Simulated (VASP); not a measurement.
Ru: single point with PBE

Crystal: Ru.

```
Ru
1.0
     0.00000    2.65242    2.65242
     2.65242    0.00000    2.65242
     2.65242    2.65242    0.00000
Ru
2
Direct
  0.12500 0.12500 0.12500
  0.87500 0.87500 0.87500
```

This isn't the form of Ru at room conditions, which is hcp.

```yaml
Program: VASP 6.6.1
Task: single point
Functional: PBE
Potentials_or_basis: VASP PAW PBE potentials, release 64 (Ru_pv)
Cutoff: 520 eV
k_mesh: 16 × 16 × 16
Occupations: fermi-dirac, width 0.05 eV
Spin: collinear spin, ferromagnetic start
Starting_moments: "[1.0, 1.0] μB"
```

```json
{
 "Pressure": "17.1 GPa",
 "Band gap on the k mesh": "zero (filled and empty bands overlap)",
 "Net moment": "0.00 μB per cell",
 "Valence electrons inside the program's atomic spheres": "Ru 12.91"
}
```

Levels at points of the mesh, in eV from the Fermi level:
Spin up:
```tsv
k point	band 12	band 13	band 14	band 15	band 16	band 17
(0.00, 0.00, 0.00)	-3.48	-0.50	-0.50	-0.50	2.12	2.12
(0.50, 0.00, 0.00)	-3.38	-0.44	0.28	0.28	1.59	1.59
(0.50, 0.50, 0.00)	-1.43	-1.38	-1.38	1.91	1.91	3.64
```
Spin down:
| k point | band 12 | band 13 | band 14 | band 15 | band 16 | band 17 |
| --- | --- | --- | --- | --- | --- | --- |
| (0.00, 0.00, 0.00) | -3.48 | -0.50 | -0.50 | -0.50 | 2.12 | 2.12 |
| (0.50, 0.00, 0.00) | -3.38 | -0.44 | 0.28 | 0.28 | 1.59 | 1.59 |
| (0.50, 0.50, 0.00) | -1.43 | -1.38 | -1.38 | 1.91 | 1.91 | 3.64 |

It took 2.2 min on 1 thread of Intel(R) Xeon(R) Platinum 8488C (Sapphire Rapids) (shared host), peak memory 0.3 GiB.

Caveat: the cell stands under pressure; an empty level that is flat over the whole mesh can mark a ghost state of the potentials, or a narrow d or f band.
